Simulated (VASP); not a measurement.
# TiNi (Pm-3m) in VASP: notebook

The runs below take TiNi through single point, with PBEsol.

Everything below comes from runs of VASP 6.6.1. Logs are shortened: lines on timing, memory, paths and dates and some standing lists are left out, and cuts for length are marked.

## 1. The cell of the first run

Symmetry: Pm-3m, No. 221, cubic system. The conventional cell has a = 2.847 Å, b = 2.847 Å, c = 2.847 Å, α = 90.00°, β = 90.00°, γ = 90.00°. Within 3.3 Å of Ti (site symmetry m-3m) lie 8 Ni at 2.47 Å and 6 Ti at 2.85 Å. Within 3.3 Å of Ni (site symmetry m-3m) lie 8 Ti at 2.47 Å and 6 Ni at 2.85 Å.

## 2. Single point, PBEsol (volume scaled by 0.88)

INCAR reads:

```
  PREC = Accurate
  ENCUT = 520
  EDIFF = 1E-6
  ISMEAR = 0
  SIGMA = 0.1
  LREAL = F
  LASPH = T
  NELM = 80
  ALGO = Normal
  ISIF = 2
  LWAVE = F
  LCHARG = T
  GGA = PS
  LELF = T
  LVHAR = T
  NBANDS = 18
```

KPOINTS reads:

```
Automatic mesh
0
Gamma
  14 14 14
```

POSCAR reads:

```
TiNi
1.0
    2.8469339243      0.0000000000      0.0000000000
    0.0000000000      2.8469339243      0.0000000000
    0.0000000000      0.0000000000      2.8469339243
Ti Ni
1 1
Direct
    0.5000000000      0.5000000000      0.5000000000
    0.0000000000      0.0000000000      0.0000000000
```

Potentials or basis: VASP PAW PBE potentials, release 64 (Ti_sv, Ni).

Started as:

```
cat potpaw_PBE.64/Ti_sv/POTCAR potpaw_PBE.64/Ni/POTCAR > POTCAR
mpirun -np 1 vasp_std > vasp.out
```

OUTCAR:

```text
PREC = Accurate
   ENCUT = 520
   EDIFF = 1E-6
   ISMEAR = 0
   LREAL = F
   LASPH = T
   NELM = 80
   ISIF = 2
   GGA = PS

 ion  position               nearest neighbor table
   1  0.500  0.500  0.500-   2 2.47   2 2.47   2 2.47   2 2.47   2 2.47   2 2.47   2 2.47   2 2.47

   2  0.000  0.000  0.000-   1 2.47   1 2.47   1 2.47   1 2.47   1 2.47   1 2.47   1 2.47   1 2.47

  LATTYP: Found a simple cubic cell.
 ALAT       =     2.8469339243

  Lattice vectors:

 A1 = (   2.8469339243,   0.0000000000,   0.0000000000)
 A2 = (   0.0000000000,   2.8469339243,   0.0000000000)
 A3 = (   0.0000000000,   0.0000000000,   2.8469339243)

Analysis of symmetry for initial positions (statically):
=====================================================================
 Subroutine PRICEL returns:
 Original cell was already a primitive cell.

 Routine SETGRP: Setting up the symmetry group for a
 simple cubic supercell.

 Subroutine GETGRP returns: Found 48 space group operations
 (whereof 48 operations were pure point group operations)
 out of a pool of 48 trial point group operations.

The static configuration has the point symmetry O_h .

Analysis of symmetry for dynamics (positions and initial velocities):
=====================================================================
 Subroutine PRICEL returns:
 Original cell was already a primitive cell.

 Routine SETGRP: Setting up the symmetry group for a
 simple cubic supercell.

 Subroutine GETGRP returns: Found 48 space group operations
 (whereof 48 operations were pure point group operations)
 out of a pool of 48 trial point group operations.

The dynamic configuration has the point symmetry O_h .

 Subroutine INISYM returns: Found 48 space group operations
 (whereof 48 operations are pure point group operations),
 and found     1 'primitive' translations

----------------------------------------------------------------------------------------

                                     Primitive cell

  volume of cell :      23.0745

  direct lattice vectors                    reciprocal lattice vectors
     2.846933924  0.000000000  0.000000000     0.351255079  0.000000000  0.000000000
     0.000000000  2.846933924  0.000000000     0.000000000  0.351255079  0.000000000
     0.000000000  0.000000000  2.846933924     0.000000000  0.000000000  0.351255079

  length of vectors
     2.846933924  2.846933924  2.846933924     0.351255079  0.351255079  0.351255079

  position of ions in fractional coordinates (direct lattice)
     0.500000000  0.500000000  0.500000000
     0.000000000  0.000000000  0.000000000

  ion indices of the primitive-cell ions
   primitive index   ion index
                 1           1
                 2           2

----------------------------------------------------------------------------------------

 KPOINTS: Automatic mesh

Automatic generation of k-mesh.
 Grid dimensions read from file:
 generate k-points for:   14   14   14

 Generating k-lattice:

  Cartesian coordinates                     Fractional coordinates (reciprocal lattice)
     0.025089648  0.000000000  0.000000000     0.071428571  0.000000000  0.000000000
     0.000000000  0.025089648  0.000000000     0.000000000  0.071428571  0.000000000
     0.000000000  0.000000000  0.025089648     0.000000000  0.000000000  0.071428571

  Length of vectors
     0.025089648  0.025089648  0.025089648

  Shift w.r.t. Gamma in fractional coordinates (k-lattice)
     0.000000000  0.000000000  0.000000000

 Subroutine IBZKPT returns following result:
 ===========================================

 Found    120 irreducible k-points:

 Following reciprocal coordinates:
            Coordinates               Weight
  0.000000  0.000000  0.000000      1.000000
  0.071429  0.000000  0.000000      6.000000
  0.142857  0.000000  0.000000      6.000000
  0.214286  0.000000  0.000000      6.000000
  0.285714  0.000000  0.000000      6.000000
  0.357143  0.000000  0.000000      6.000000
[... 16 lines left out ...]
  0.285714  0.214286  0.000000     24.000000
  0.357143  0.214286  0.000000     24.000000
 [... further k-points ...]
   k-points           NKPTS =    120   k-points in BZ     NKDIM =    120   number of bands    NBANDS=     18
   number of dos      NEDOS =    301   number of ions     NIONS =      2
   total plane-waves  NPLWV =  13824
   dimension x,y,z NGX =    24 NGY =   24 NGZ =   24
   dimension x,y,z NGXF=    48 NGYF=   48 NGZF=   48
   ions per type =               1   1
   NGX,Y,Z   is equivalent  to a cutoff of  14.01, 14.01, 14.01 a.u.
   NGXF,Y,Z  is equivalent  to a cutoff of  28.03, 28.03, 28.03 a.u.
 SYSTEM =  unknown system
   PREC   = accura    normal or accurate (medium, high low for compatibility)
   ISTART =      0    job   : 0-new  1-cont  2-samecut
   ICHARG =      2    charge: 1-file 2-atom 10-const
   ISPIN  =      1    spin polarized calculation?
   LNONCOLLINEAR =      F non collinear calculations
   LSORBIT =      F    spin-orbit coupling
   LASPH  =      T    aspherical Exc in radial PAW
   ENCUT  =  520.0 eV  38.22 Ry    6.18 a.u.   5.29  5.29  5.29*2*pi/ulx,y,z
   NELM   =     80;   NELMIN=  2; NELMDL= -5     # of ELM steps
   EDIFF  = 0.1E-05   stopping-criterion for ELM
   LREAL  =      F    real-space projection
   EDIFFG = 0.1E-04   stopping-criterion for IOM
   NSW    =      0    number of steps for IOM
   IBRION =     -1    ionic relax: 0-MD 1-quasi-New 2-CG
   NFREE  =      0    steps in history (QN), initial steepest desc. (CG)
   ISIF   =      2    stress and relaxation
   ISYM   =      2    0-nonsym 1-usesym 2-fastsym
   POTIM  = 0.5000    time-step for ionic-motion
   TEBEG  =    0.0;   TEEND  =   0.0 temperature during run
   PSTRESS=    0.0 pullay stress
   NELECT =      22.0000    total number of electrons
   NUPDOWN=      -1.0000    fix difference up-down
   EMIN   =  10.00;   EMAX   =-10.00  energy-range for DOS
   EFERMI =   0.00;   METHOD = LEGACY
   ISMEAR =     0;   SIGMA  =   0.10  broadening in eV -4-tet -1-fermi 0-gaus
   EFERMI_NEDOS =   21; number of points for ismear=-14 and -15
   IALGO  =     38    algorithm
   IMIX   =      4    mixing-type and parameters
     AMIX     =   0.40;   BMIX     =  1.00
     AMIX_MAG =   1.60;   BMIX_MAG =  1.00
  volume/ion in A,a.u.               =      11.54        77.86
  Fermi-wavevector in a.u.,A,eV,Ry     =   1.611282  3.044882 35.323868  2.596231
  Thomas-Fermi vector in A             =   2.706698
   LORBIT       =      0    0 simple, 1 ext, 2 COOP (PROOUT), +10 PAW based schemes
   GGA     = PS    functional components
   LHFCALC =     F    Hartree Fock is set to
   AEXX    =    0.0000 exact exchange contribution
   IVDW    =     0    specifies the selected vdW correction
   LEPSILON=     F    determine dielectric tensor
   LRPA    =     F    only Hartree local field effects (RPA)
 non-spin polarized calculation
 Gauss-broadening in eV      SIGMA  =   0.10
  energy-cutoff  :      520.00
  volume of cell :       23.07
 maximum number of plane-waves:       639
 NGX is ok and might be reduce to    24
   NGX = 11   NGY = 11   NGZ = 11

 number of electron      22.0000001 magnetization

 Free energy of the ion-electron system (eV)
  ---------------------------------------------------
  ext. energy  EPLUGINS =         0.00000000
  ---------------------------------------------------
  free energy    TOTEN  =       -14.95697476 eV

  energy without entropy =      -14.94228238  energy(sigma->0) =      -14.94962857

 E-fermi :  11.4594     XC(G=0): -13.4684

 val. band max:       11.4591485414   @ k =   0.3571   0.1429   0.1429
 cond. band min:      11.4793155690   @ k =   0.5000   0.2143   0.0000
 fundamental gap:      0.0201670276
 Fermi energy:        11.4594213132

 k-point     1 :       0.0000    0.0000    0.0000
  band No.  band energies     occupation
      1     -45.2250      2.00000
      2     -21.3629      2.00000
      3     -21.3629      2.00000
      4     -21.3629      2.00000
      5       2.9696      2.00000
      6       6.6897      2.00000
[... 10 lines left out ...]
     17      21.1899      0.00000
     18      21.1899      0.00000

 k-point     2 :       0.0714    0.0000    0.0000
  band No.  band energies     occupation
      1     -45.2220      2.00000
      2     -21.3885      2.00000
      3     -21.3611      2.00000
      4     -21.3611      2.00000
      5       3.0848      2.00000
      6       6.7379      2.00000
[... 10 lines left out ...]
     17      21.4693      0.00000
     18      21.4693      0.00000

 k-point     3 :       0.1429    0.0000    0.0000
  band No.  band energies     occupation
      1     -45.2138      2.00000
      2     -21.4597      2.00000
      3     -21.3560      2.00000
      4     -21.3560      2.00000
      5       3.4228      2.00000
      6       6.8791      2.00000
[... 10 lines left out ...]
     17      22.2248      0.00000
     18      22.2248      0.00000

 k-point     4 :       0.2143    0.0000    0.0000
  band No.  band energies     occupation
      1     -45.2018      2.00000
      2     -21.5614      2.00000
      3     -21.3487      2.00000
      4     -21.3487      2.00000
      5       3.9617      2.00000
      6       7.1031      2.00000
[... 10 lines left out ...]
     17      23.3030      0.00000
     18      23.3030      0.00000

 k-point     5 :       0.2857    0.0000    0.0000
  band No.  band energies     occupation
      1     -45.1885      2.00000
      2     -21.6728      2.00000
      3     -21.3405      2.00000
      4     -21.3405      2.00000
      5       4.6641      2.00000
      6       7.3445      2.00000
[... 10 lines left out ...]
     17      24.5864      0.00000
     18      24.5864      0.00000

 k-point     6 :       0.3571    0.0000    0.0000
  band No.  band energies     occupation
      1     -45.1764      2.00000
      2     -21.7718      2.00000
      3     -21.3331      2.00000
      4     -21.3331      2.00000
      5       5.4715      2.00000
      6       7.4832      2.00000
[... 10 lines left out ...]
     17      26.0016      0.00000
     18      26.0016      0.00000

 k-point     7 :       0.4286    0.0000    0.0000
  band No.  band energies     occupation
      1     -45.1680      2.00000
      2     -21.8396      2.00000
      3     -21.3280      2.00000
      4     -21.3280      2.00000
      5       6.2798      2.00000
      6       7.4362      2.00000
[... 10 lines left out ...]
     17      26.4656      0.00000
     18      27.4951      0.00000

 k-point     8 :       0.5000    0.0000    0.0000
  band No.  band energies     occupation
      1     -45.1650      2.00000
      2     -21.8636      2.00000
      3     -21.3261      2.00000
      4     -21.3261      2.00000
      5       6.7904      2.00000
      6       7.2301      2.00000
[... 10 lines left out ...]
     17      26.3787      0.00000
     18      28.7916      0.00000
[... 229 lines left out ...]
     17      23.3959      0.00000
     18      26.3870      0.00000

 k-point    20 :       0.4286    0.1429    0.0000
  band No.  band energies     occupation
      1     -45.1580      2.00000
      2     -21.8239      2.00000
      3     -21.4153      2.00000
      4     -21.3190      2.00000
      5       6.4092      2.00000
      6       7.4434      2.00000
[... 10 lines left out ...]
     17      24.2335      0.00000
     18      26.7536      0.00000

 k-point    21 :       0.5000    0.1429    0.0000
  band No.  band energies     occupation
      1     -45.1551      2.00000
      2     -21.8475      2.00000
      3     -21.4130      2.00000
      4     -21.3171      2.00000
      5       6.8031      2.00000
      6       7.2897      2.00000
[... 10 lines left out ...]
     17      24.6262      0.00000
     18      26.5935      0.00000

 k-point    22 :       0.2143    0.2143    0.0000
  band No.  band energies     occupation
      1     -45.1796      2.00000
      2     -21.5516      2.00000
      3     -21.5271      2.00000
      4     -21.3327      2.00000
      5       4.8057      2.00000
      6       7.2921      2.00000
[... 10 lines left out ...]
     17      20.8885      0.00000
     18      24.7373      0.00000

 k-point    23 :       0.2857    0.2143    0.0000
  band No.  band energies     occupation
      1     -45.1669      2.00000
      2     -21.6477      2.00000
      3     -21.5255      2.00000
      4     -21.3235      2.00000
      5       5.3646      2.00000
      6       7.3712      2.00000
[... 10 lines left out ...]
     17      21.3211      0.00000
     18      25.7055      0.00000

 k-point    24 :       0.3571    0.2143    0.0000
  band No.  band energies     occupation
      1     -45.1554      2.00000
      2     -21.7422      2.00000
      3     -21.5149      2.00000
      4     -21.3152      2.00000
      5       5.9508      2.00000
      6       7.3915      2.00000
[... 10 lines left out ...]
     17      22.1043      0.00000
     18      26.2745      0.00000

 [... further k-points ...]
[... 5 lines left out ...]
  --------------------------------------------------------------------------------------
  -------------------------------------------------------------------------------------
  Total        4.1407184      4.1407184      4.1407184     -0.0000000     -0.0000000      0.0000000
  in kB      287.5107698    287.5107698    287.5107698     -0.0000000     -0.0000000      0.0000000
  external PRESSURE =     287.5107698 kB  Pullay stress =       0.0000000 kB

 VOLUME and BASIS-vectors are now :
 -----------------------------------------------------------------------------
  energy-cutoff  :      520.00
  volume of cell :       23.07
      direct lattice vectors                 reciprocal lattice vectors
     2.846933924  0.000000000  0.000000000     0.351255079  0.000000000  0.000000000
     0.000000000  2.846933924  0.000000000     0.000000000  0.351255079  0.000000000
     0.000000000  0.000000000  2.846933924     0.000000000  0.000000000  0.351255079

 POSITION                                       TOTAL-FORCE (eV/Angst)
 -----------------------------------------------------------------------------------
      1.42347      1.42347      1.42347         0.000000      0.000000      0.000000
      0.00000      0.00000      0.00000         0.000000      0.000000      0.000000
 -----------------------------------------------------------------------------------
    total drift:                                0.000000      0.000000     -0.000000

  FREE ENERGIE OF THE ION-ELECTRON SYSTEM (eV)
  ---------------------------------------------------
  free  energy   TOTEN  =       -14.9569747645 eV

  energy  without entropy=      -14.9422823766  energy(sigma->0) =      -14.94962857
```

Wall time 18 s (1 thread of Intel Xeon 6975P-C (Granite Rapids), shared host); peak memory 0.17 GiB.

Results:

| Item | Value |
| --- | --- |
| Free energy | -14.9570 eV |
| Pressure | 28.8 GPa |
| Band gap on the k mesh | zero (band 11 reaches 12.16 eV, above the bottom of band 12 at 9.97 eV) |

Levels at points of the mesh, in eV from the Fermi level:
```tsv
k point	band 7	band 8	band 9	band 10	band 11	band 12	band 13	band 14	band 15	band 16
(0.00, 0.00, 0.00)	-4.77	-2.39	-2.39	-2.39	0.51	0.51	3.15	3.15	3.15	9.73
(0.50, 0.00, 0.00)	-3.39	-2.50	-2.50	-2.02	-1.03	-0.56	0.69	0.69	2.68	4.64
(0.50, 0.50, 0.00)	-3.34	-3.34	-1.52	-0.83	0.70	0.70	1.09	2.78	2.78	3.71
(0.50, 0.50, 0.50)	-3.29	-2.65	-2.65	-2.65	-1.49	-1.49	3.80	3.80	7.28	9.22
```

Caveat: the PAW data sets were made with another functional, which shifts forces and pressure a little. Spin polarisation is off, so any magnetic state and its effect on volume and gap are missing.

## 3. Single point, PBEsol (volume scaled by 0.91)

INCAR reads:

```
PREC = Accurate
ENCUT = 520
EDIFF = 1E-7
ISMEAR = 0
SIGMA = 0.1
LREAL = F
LASPH = T
NELM = 100
ALGO = Normal
ISIF = 2
LWAVE = F
LCHARG = F
GGA = PS
NBANDS = 18
```

KPOINTS reads:

```
regular mesh
0
Gamma
  14 14 14
```

POSCAR reads:

```
TiNi
1.0
    2.8789246236      0.0000000000      0.0000000000
    0.0000000000      2.8789246236      0.0000000000
    0.0000000000      0.0000000000      2.8789246236
Ti Ni
1 1
Direct
    0.5000000000      0.5000000000      0.5000000000
    0.0000000000      0.0000000000      0.0000000000
```

Potentials or basis: VASP PAW PBE potentials, release 64 (Ti_sv, Ni).

Started as:

```
cat potpaw_PBE.64/Ti_sv/POTCAR potpaw_PBE.64/Ni/POTCAR > POTCAR
mpirun -np 1 vasp_std > vasp.out
```

Run time: 18 s. Hardware: 1 thread of Intel Xeon 6975P-C (Granite Rapids), shared host; peak memory 0.17 GiB.

Results (log left out):

* Free energy: -15.0758 eV
* Pressure: 19.7 GPa
* Band gap on the k mesh: zero (band 11 reaches 11.62 eV, above the bottom of band 12 at 9.54 eV)

Levels at points of the mesh, in eV from the Fermi level:
| k point | band 8 | band 9 | band 10 | band 11 | band 12 | band 13 | band 14 | band 15 |
| --- | --- | --- | --- | --- | --- | --- | --- | --- |
| (0.00, 0.00, 0.00) | -2.29 | -2.29 | -2.29 | 0.50 | 0.50 | 3.02 | 3.02 | 3.02 |
| (0.50, 0.00, 0.00) | -2.40 | -2.40 | -1.93 | -0.95 | -0.57 | 0.69 | 0.69 | 2.58 |
| (0.50, 0.50, 0.00) | -3.19 | -1.46 | -0.80 | 0.64 | 0.64 | 1.05 | 2.67 | 2.67 |
| (0.50, 0.50, 0.50) | -2.52 | -2.52 | -2.52 | -1.43 | -1.43 | 3.64 | 3.64 | 7.02 |

Caveat: the PAW data sets were made with another functional, which shifts forces and pressure a little. Spin polarisation is off, so any magnetic state and its effect on volume and gap are missing.
